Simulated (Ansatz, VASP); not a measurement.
One calculation of LiF, two programs

Contents of INCAR:

```
SYSTEM = LiF
PREC = Accurate ; ENCUT = 520
EDIFF = 1E-7 ; ISMEAR = 0
SIGMA = 0.05 ; LREAL = .False.
LASPH = .True. ; NELM = 60
ALGO = Normal ; ISIF = 2
LWAVE = .False. ; LCHARG = .False.
GGA = PE ; NBANDS = 18
```

Contents of KPOINTS:

```
regular mesh
0
Gamma
  9 9 6
  0 0 0
```

POSCAR

```
LiF
1.0
    2.9791951887      0.0000000000      0.0000000000
   -1.4895975943      2.5800587162      0.0000000000
    0.0000000000      0.0000000000      4.5331433991
Li F
2 2
Direct
    0.3333333333      0.6666666667      0.3810713234
    0.6666666667      0.3333333333      0.8810713234
    0.3333333333      0.6666666667      0.9939266766
    0.6666666667      0.3333333333      0.4939266766
```

Input for Ansatz:

```yaml
crystal:
  lattice:
    - [2.9791951887, 0.0, 0.0]
    - [-1.4895975943, 2.5800587162, 0.0]
    - [0.0, 0.0, 4.5331433991]
  atoms:
    - { symbol: Li, position: [0.3333333333, 0.6666666667, 0.3810713234] }
    - { symbol: Li, position: [0.6666666667, 0.3333333333, 0.8810713234] }
    - { symbol: F, position: [0.3333333333, 0.6666666667, 0.9939266766] }
    - { symbol: F, position: [0.6666666667, 0.3333333333, 0.4939266766] }
basis:
  ecutwfc: 520.0
kpoints:
  mp_grid: { grid: [9, 9, 6] }
hamiltonian:
  xc: pbe
scf:
  occupations: { method: gaussian, width: 0.05 }
output:
  forces: true
  stress: true
  eigenvalues: true
```

Alike in both runs: task single point; functional PBE; k mesh 9 × 9 × 6; occupations gaussian, width 0.05 eV; no spin polarisation.

```csv
,VASP,Ansatz
version,VASP 6.6.1,Ansatz 0.2.0
potentials or method,"VASP PAW PBE potentials, release 64 (Li_sv, F), cutoff 520 eV","scalar-relativistic, plane waves, PAW"
valence electrons in the cell,20,20
```

|  | VASP | Ansatz | Ansatz less VASP |
| --- | --- | --- | --- |
| gap on the k mesh at the Fermi level (eV) | 8.51 | 8.53 | +0.016 |
| least direct gap on the mesh (eV) | 8.51 | 8.53 | +0.016 |
| rms of the force components (eV/Å) | 0.151 | 0.143 | -0.0077 |

Atom by atom the forces differ by 0.008 eV/Å (rms over components).

Noted on VASP's run: the cutoff is short for stress, so the pressure is rough.
